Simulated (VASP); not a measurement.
Here is a VASP 6.6.1 calculation.

Contents of INCAR:

```
SYSTEM = Re
PREC     = Accurate       ! precision mode
ENCUT    = 520            ! plane-wave cutoff, eV
EDIFF    = 1E-6           ! SCF threshold, eV
ISMEAR   = -1             ! smearing method
SIGMA    = 0.05           ! smearing width, eV
LREAL    = .FALSE.        ! projectors in reciprocal space
LASPH    = .TRUE.         ! aspherical terms in the spheres
NELM     = 100            ! most SCF steps
ALGO     = Normal         ! electronic algorithm
ISIF     = 2              ! what is computed and relaxed
LWAVE    = .FALSE.        ! write WAVECAR
LCHARG   = .FALSE.        ! write CHGCAR
NBANDS   = 14             ! bands
```

File KPOINTS:

```
Automatic mesh
0
G
  9 9 5
  0 0 0
```

POSCAR

```
Re
1.0
    2.7608000000      0.0000000000      0.0000000000
   -1.3804000000      2.3909229348      0.0000000000
    0.0000000000      0.0000000000      4.4582000000
Re
2
Direct
    0.3543351634      0.7290071857      0.2500000000
    0.8123317584      0.2709928415      0.7500000000
```

Potentials or basis: VASP PAW LDA potentials, release 64 (Re).

The run is started by

```sh
$ cat potpaw_LDA.64/Re/POTCAR > POTCAR
$ mpirun -np 1 vasp_std > vasp.out
```

**Question.** Estimate the band gap on the k mesh.

**Answer.** Zero (bands 7 and 8 overlap by 3.38 eV).

**Question.** What does it give for the pressure?

**Answer.** -2.3 GPa.

**Question.** What does it give for the largest force?

**Answer.** 1.716 eV/Å.

Forces on the atoms (eV/Å):
```
Re   1.486 -0.858  0.000
Re  -1.486  0.858  0.000
```

Caveat: spin-orbit coupling is left out, which moves the levels of the heavy elements; forces of over 1 eV/Å act on the atoms, so gaps and moduli don't describe the material at rest.
